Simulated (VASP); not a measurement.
Write the native input for VASP 6.6.1 that does the following.

```yaml
Task: single point
Functional: PBE
Potentials_or_basis: VASP PAW PBE potentials, release 64 (Pb_d, S)
Cutoff: 520 eV
k_mesh: 6 × 6 × 4
Occupations: gaussian, width 0.01 eV
Spin: no spin polarisation
Dipole_correction: no
Further_INCAR_settings: ALGO = Normal; EDIFF = 1e-07; NBANDS = 28
```

The structure of PbS lies in POSCAR:

```
PbS
1.0
    5.1237728253      0.0000000000      0.0000000000
   -2.5618864127      4.4373174300      0.0000000000
    0.0000000000      0.0000000000      6.1574789565
Pb S
2 2
Direct
    0.3333333333      0.6666666667     -0.0640864668
    0.6666666667      0.3333333333      0.4359135332
    0.3333333333      0.6666666667      0.4390864668
    0.6666666667      0.3333333333      0.9390864668
```

This cell differs from its parent crystal: volume changed by +6%.

One way to write it, as run:

INCAR

```
PREC = Accurate
ENCUT = 520
EDIFF = 1E-7
ISMEAR = 0
SIGMA = 0.01
LREAL = F
LASPH = T
NELM = 60
ALGO = Normal
ISIF = 2
LWAVE = F
LCHARG = F
GGA = PE
NBANDS = 28
```

KPOINTS

```
Automatic mesh
0
Gamma
  6 6 4
```

Potentials or basis: VASP PAW PBE potentials, release 64 (Pb_d, S).

Run with:

```sh
$ cat potpaw_PBE.64/Pb_d/POTCAR potpaw_PBE.64/S/POTCAR > POTCAR
$ mpirun -np 1 vasp_std > vasp.out
```

Results of the run:

```json
{"Pressure": "-2.2 GPa", "Largest force": "0.009 eV/Å", "Band gap on the k mesh": "1.50 eV, direct"}
```

Caveat: spin-orbit coupling is left out, which moves the levels of the heavy elements.

Run time: 41 s on 1 thread of Intel(R) Xeon(R) 6975P-C (Granite Rapids), on a shared host, peak memory 0.29 GiB.
